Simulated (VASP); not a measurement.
Crystal: MgI2.

```xyz
3
Lattice="0.0000 3.7557 3.7557 3.7557 0.0000 3.7557 3.7557 3.7557 0.0000" Properties=species:S:1:pos:R:3 pbc="T T T"
Mg    0.0000    0.0000    0.0000
I     1.8779    1.8779    1.8779
I     5.6336    5.6336    5.6336
```

Base run:

```yaml
Program: VASP 6.6.1
Functional: PBEsol
Potentials_or_basis: VASP PAW PBE potentials, release 64 (Mg, I)
Cutoff: 520 eV
k_mesh: 4 × 4 × 4
Occupations: gaussian, width 0.01 eV
Spin: no spin polarisation
```

Its results: band gap on the k mesh 0.55 eV (least direct gap 1.01 eV); pressure -1.2 GPa.

**Question.** The run is repeated on the same cell with these changes: functional from PBEsol to PBE-based screened hybrid with 100 % exact exchange; further incar settings from ALGO = Normal; EDIFF = 1e-07; NBANDS = 15 to ALGO = Normal; EDIFF = 1e-06; NBANDS = 15. What comes out?

**Answer.** Band gap on the k mesh 4.25 eV (least direct gap 4.38 eV); pressure -2.4 GPa.

Caveats: the PAW data sets were made with another functional, which shifts forces and pressure a little; spin-orbit coupling is left out, which moves the levels of the heavy elements.

A k mesh can miss the band edges.
